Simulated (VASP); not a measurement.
# C (P-1) in VASP: further runs, part 2 of 2

VASP 6.6.1. Earlier steps stand in the parts before.

### 4 Single point, r2SCAN (atom 1 (C) moved by (-0.100, +0.100) A along x and y)

POSCAR reads:

```
C
1.0
    1.2280263465      0.7090013417      3.3470108394
   -1.2280263465      0.7090013417      3.3470108394
    0.0000000000     -1.4180026834      3.3470108394
C
2
Direct
    0.1467915039      0.2282229816      0.1169855145
    0.8360000000      0.8360000000      0.8360000000
```

INCAR.step1 reads:

```
PREC = Accurate ; ENCUT = 520
ISMEAR = 0 ; SIGMA = 0.05
LREAL = False ; LASPH = True
NELM = 80 ; NBANDS = 11
GGA = PE ; ALGO = Normal
EDIFF = 1E-4 ; LWAVE = True
LCHARG = False
```

INCAR.step2 reads:

```
PREC = Accurate ; ENCUT = 520
EDIFF = 1E-6 ; ISMEAR = 0
SIGMA = 0.05 ; LREAL = False
LASPH = True ; NELM = 80
ALGO = Normal ; ISIF = 2
LWAVE = False ; LCHARG = False
METAGGA = R2SCAN ; LMIXTAU = True
NBANDS = 11 ; ISTART = 1
```

KPOINTS reads:

```
Automatic mesh
0
Gamma
  12 12 12
```

Potentials or basis: VASP PAW PBE potentials, release 64 (C).

The run is started by

```
$ cat potpaw_PBE.64/C/POTCAR > POTCAR
$ cp INCAR.step1 INCAR
$ mpirun -np 1 vasp_std > vasp.out
$ cp INCAR.step2 INCAR
$ mpirun -np 1 vasp_std > vasp.out
```

OUTCAR:

```text
PREC = Accurate
   ENCUT = 520
   EDIFF = 1E-6
   ISMEAR = 0
   LREAL = False
   LASPH = True
   NELM = 80
   ISIF = 2
   METAGGA = R2SCAN
   ISTART = 1

 ion  position               nearest neighbor table
   1  0.147  0.228  0.117-   2 1.28   2 1.46   2 1.52
   2  0.836  0.836  0.836-   1 1.28   1 1.46   1 1.52

  LATTYP: Found a trigonal (rhomboedric) cell.
 ALAT       =     3.6349983727
 COS(alpha) =     0.7717362630

  Lattice vectors:

 A1 = (   1.2280263465,   0.7090013417,   3.3470108394)
 A2 = (  -1.2280263465,   0.7090013417,   3.3470108394)
 A3 = (   0.0000000000,  -1.4180026834,   3.3470108394)

Analysis of symmetry for initial positions (statically):
=====================================================================
 Subroutine PRICEL returns:
 Original cell was already a primitive cell.

 Routine SETGRP: Setting up the symmetry group for a
 trigonal (rhombohedral) supercell.

 Subroutine GETGRP returns: Found  2 space group operations
 (whereof  1 operations were pure point group operations)
 out of a pool of 12 trial point group operations.

The static configuration has the point symmetry C_1 .
 The point group associated with its full space group is S_2 .

Analysis of symmetry for dynamics (positions and initial velocities):
=====================================================================
 Subroutine PRICEL returns:
 Original cell was already a primitive cell.

 Routine SETGRP: Setting up the symmetry group for a
 trigonal (rhombohedral) supercell.

 Subroutine GETGRP returns: Found  2 space group operations
 (whereof  1 operations were pure point group operations)
 out of a pool of 12 trial point group operations.

The dynamic configuration has the point symmetry C_1 .
 The point group associated with its full space group is S_2 .

 Subroutine INISYM returns: Found  2 space group operations
 (whereof  1 operations are pure point group operations),
 and found     1 'primitive' translations

----------------------------------------------------------------------------------------

                                     Primitive cell

  volume of cell :      17.4849

  direct lattice vectors                    reciprocal lattice vectors
     1.228026347  0.709001342  3.347010839     0.407157388  0.235072428  0.099591352
    -1.228026347  0.709001342  3.347010839    -0.407157388  0.235072428  0.099591352
     0.000000000 -1.418002683  3.347010839     0.000000000 -0.470144855  0.099591352

  length of vectors
     3.634998373  3.634998373  3.634998373     0.480577384  0.480577384  0.480577384

  position of ions in fractional coordinates (direct lattice)
     0.146791504  0.228222982  0.116985515
     0.836000000  0.836000000  0.836000000

  ion indices of the primitive-cell ions
   primitive index   ion index
                 1           1
                 2           2

----------------------------------------------------------------------------------------

 KPOINTS: Automatic mesh

Automatic generation of k-mesh.
 Grid dimensions read from file:
 generate k-points for:   12   12   12

 Generating k-lattice:

[... 23 lines left out ...]
 -0.000000  0.166667  0.000000      2.000000
[... 16 lines left out ...]
  0.166667  0.083333  0.000000      2.000000
 -0.166667  0.000000 -0.083333      2.000000
 [... further k-points ...]
   k-points           NKPTS =    868   k-points in BZ     NKDIM =    868   number of bands    NBANDS=     11
   number of dos      NEDOS =    301   number of ions     NIONS =      2
   total plane-waves  NPLWV =  21952
   dimension x,y,z NGX =    28 NGY =   28 NGZ =   28
   dimension x,y,z NGXF=    56 NGYF=   56 NGZF=   56
   ions per type =               2
   NGX,Y,Z   is equivalent  to a cutoff of  12.81, 12.81, 12.81 a.u.
   NGXF,Y,Z  is equivalent  to a cutoff of  25.61, 25.61, 25.61 a.u.
 SYSTEM =  unknown system
   PREC   = accura    normal or accurate (medium, high low for compatibility)
   ISTART =      1    job   : 0-new  1-cont  2-samecut
   ICHARG =      0    charge: 1-file 2-atom 10-const
   ISPIN  =      1    spin polarized calculation?
   LNONCOLLINEAR =      F non collinear calculations
   LSORBIT =      F    spin-orbit coupling
   LASPH  =      T    aspherical Exc in radial PAW
   ENCUT  =  520.0 eV  38.22 Ry    6.18 a.u.   6.76  6.76  6.76*2*pi/ulx,y,z
   NELM   =     80;   NELMIN=  2; NELMDL=  0     # of ELM steps
   EDIFF  = 0.1E-05   stopping-criterion for ELM
   LREAL  =      F    real-space projection
   EDIFFG = 0.1E-04   stopping-criterion for IOM
   NSW    =      0    number of steps for IOM
   IBRION =     -1    ionic relax: 0-MD 1-quasi-New 2-CG
   NFREE  =      0    steps in history (QN), initial steepest desc. (CG)
   ISIF   =      2    stress and relaxation
   ISYM   =      2    0-nonsym 1-usesym 2-fastsym
   POTIM  = 0.5000    time-step for ionic-motion
   TEBEG  =    0.0;   TEEND  =   0.0 temperature during run
   PSTRESS=    0.0 pullay stress
   NELECT =       8.0000    total number of electrons
   NUPDOWN=      -1.0000    fix difference up-down
   EMIN   =  10.00;   EMAX   =-10.00  energy-range for DOS
   EFERMI =   0.00;   METHOD = LEGACY
   ISMEAR =     0;   SIGMA  =   0.05  broadening in eV -4-tet -1-fermi 0-gaus
   EFERMI_NEDOS =   21; number of points for ismear=-14 and -15
   IALGO  =     38    algorithm
   IMIX   =      4    mixing-type and parameters
     AMIX     =   0.40;   BMIX     =  1.00
     AMIX_MAG =   1.60;   BMIX_MAG =  1.00
  volume/ion in A,a.u.               =       8.74        59.00
  Fermi-wavevector in a.u.,A,eV,Ry     =   1.261490  2.383870 21.651724  1.591357
  Thomas-Fermi vector in A             =   2.394946
   LORBIT       =      0    0 simple, 1 ext, 2 COOP (PROOUT), +10 PAW based schemes
   METAGGA = R2SCAN    functional components
   LHFCALC =     F    Hartree Fock is set to
   AEXX    =    0.0000 exact exchange contribution
   IVDW    =     0    specifies the selected vdW correction
   LEPSILON=     F    determine dielectric tensor
   LRPA    =     F    only Hartree local field effects (RPA)
 non-spin polarized calculation
 Gauss-broadening in eV      SIGMA  =   0.05
  energy-cutoff  :      520.00
  volume of cell :       17.48
 maximum number of plane-waves:       483
   NGX = 13   NGY = 13   NGZ = 13

 number of electron       8.0000000 magnetization

 Free energy of the ion-electron system (eV)
  ---------------------------------------------------
  ext. energy  EPLUGINS =         0.00000000
  ---------------------------------------------------
  free energy    TOTEN  =       -19.24586328 eV

  energy without entropy =      -19.24586176  energy(sigma->0) =      -19.24586252

 E-fermi :   4.4620     XC(G=0): -11.1431

 val. band max:        4.3646913917   @ k =  -0.0833   0.5000   0.0833
 cond. band min:       4.5636025461   @ k =   0.5000  -0.0000   0.5000
 fundamental gap:      0.1989111545
 Fermi energy:         4.4619857593

 k-point     1 :       0.0000    0.0000    0.0000
  band No.  band energies     occupation
      1     -16.2997      2.00000
      2      -2.3710      2.00000
      3      -0.5333      2.00000
      4       3.9106      2.00000
      5       9.1175      0.00000
      6      10.6437      0.00000
      7      15.8290      0.00000
      8      17.3184      0.00000
      9      18.6201      0.00000
     10      28.6678      0.00000
     11      30.9481      0.00000
[... 309 lines left out ...]
 k-point    24 :      -0.1667    0.0000   -0.0833
  band No.  band energies     occupation
      1     -15.7676      2.00000
      2      -2.0053      2.00000
      3      -1.7849      2.00000
      4       2.2048      2.00000
      5      10.0484      0.00000
      6      12.3688      0.00000
      7      15.2243      0.00000
      8      16.3373      0.00000
      9      19.6942      0.00000
     10      28.2509      0.00000
     11      30.3998      0.00000

 [... further k-points ...]

------------------------ aborting loop because EDIFF is reached ----------------------------------------

  FORCE on cell =-STRESS in cart. coord.  units (eV):
  Direction    XX          YY          ZZ          XY          YZ          ZX
  --------------------------------------------------------------------------------------
  -------------------------------------------------------------------------------------
  Total        3.0772350      0.4964312      0.1141316     -1.5016769      0.3002358     -0.3772509
  in kB      281.9733970     45.4890201     10.4581153   -137.6017509     27.5112284    -34.5682756
  external PRESSURE =     112.6401775 kB  Pullay stress =       0.0000000 kB

 VOLUME and BASIS-vectors are now :
 -----------------------------------------------------------------------------
  energy-cutoff  :      520.00
  volume of cell :       17.48
      direct lattice vectors                 reciprocal lattice vectors
     1.228026347  0.709001342  3.347010839     0.407157388  0.235072428  0.099591352
    -1.228026347  0.709001342  3.347010839    -0.407157388  0.235072428  0.099591352
     0.000000000 -1.418002683  3.347010839     0.000000000 -0.470144855  0.099591352

 POSITION                                       TOTAL-FORCE (eV/Angst)
 -----------------------------------------------------------------------------------
     -0.10000      0.10000      1.64673         6.955947     -5.602151      0.781556
      0.00000      0.00000      8.39430        -6.955947      5.602151     -0.781556
 -----------------------------------------------------------------------------------
    total drift:                               -0.000003      0.000001     -0.000000

  FREE ENERGIE OF THE ION-ELECTRON SYSTEM (eV)
  ---------------------------------------------------
  free  energy   TOTEN  =       -19.2458632783 eV

  energy  without entropy=      -19.2458617646  energy(sigma->0) =      -19.24586252
```

It took 6.8 min on 1 thread of Intel Xeon 6975P-C (Granite Rapids), shared host; peak memory 0.25 GiB.

Results:

* Free energy: -19.2459 eV
* Pressure: 11.3 GPa
* Largest force: 8.965 eV/Å

Forces on the atoms (eV/Å):
```
C    6.956 -5.602  0.782
C   -6.956  5.602 -0.782
```

Stress tensor (GPa, compression positive):
```
 28.20 -13.76  -3.46
-13.76   4.55   2.75
 -3.46   2.75   1.05
```

Caveat: the cell differs from its parent crystal (atom 1 (C) moved by (-0.100, +0.100) A along x and y); the stress differs along the axes, from 1 to 28 GPa; the PAW data sets were made with another functional, which shifts forces and pressure a little.

### 5 The runs side by side

```tsv
cell	pressure (GPa)	largest force (eV/Å)
as given, atomic positions A	22.7	11.61
as given, atomic positions B	9.0	7.05
as given, atomic positions C	11.3	8.97
```

Alike in all rows: task single point; level r2SCAN; potentials or basis VASP PAW PBE potentials, release 64 (C); no spin polarisation; k mesh 12 × 12 × 12; cutoff (eV) 520; smearing gaussian 0.05 eV.

Caveats: the PAW data sets were made with another functional, which shifts forces and pressure a little; the stress differs along the axes, from 1 to 56 GPa (at least some runs); the stress differs along the axes, from 1 to 24 GPa (at least some runs); the stress differs along the axes, from 1 to 28 GPa (at least some runs).

Absolute energies hang on the potentials; compare differences alone.
